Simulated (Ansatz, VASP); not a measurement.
# Two plane-wave programs on BaHf

```
Ba Hf
1.0
     3.94061    0.00000    0.00000
    -1.97031    3.41267    0.00000
     0.00000    0.00000    3.84347
Ba Hf
1 1
Direct
  0.00000 0.00000 0.00000
  0.66667 0.33333 0.50000
```

Alike in both runs: task relaxation of cell and atoms; functional PBE; k mesh 6 × 6 × 4; occupations gaussian, width 0.1 eV; no spin polarisation.

|  | VASP | Ansatz |
| --- | --- | --- |
| version | VASP 6.6.1 | Ansatz 0.2.0 |
| potentials or method | VASP PAW PBE potentials, release 64 (Ba_sv, Hf_pv), cutoff 600 eV | scalar-relativistic, plane waves, PAW |
| valence electrons in the cell | 20 | 36 |

|  | VASP | Ansatz | Ansatz less VASP |
| --- | --- | --- | --- |
| gap on the k mesh at the Fermi level, each at its own relaxed structure (eV) | none | none | - |
| relaxed volume (Å³/atom) | 31.74 | 31.07 | -0.674 |
| relaxed length of the cell vector where the two differ most in proportion (Å) | 3.445 | 3.411 | -0.0341 |

A gap of «none» marks a metal or a gap that the smearing closes. VASP's potentials hold 20 valence electrons a cell and Ansatz's 36, so a difference there can come from the potentials and not from the codes.

The k mesh is coarse, so the values compare programs but aren't converged. Spin-orbit coupling is off throughout. Noted on VASP's run: the volume moved by over 15 % at a fixed basis, so the end points are rough.
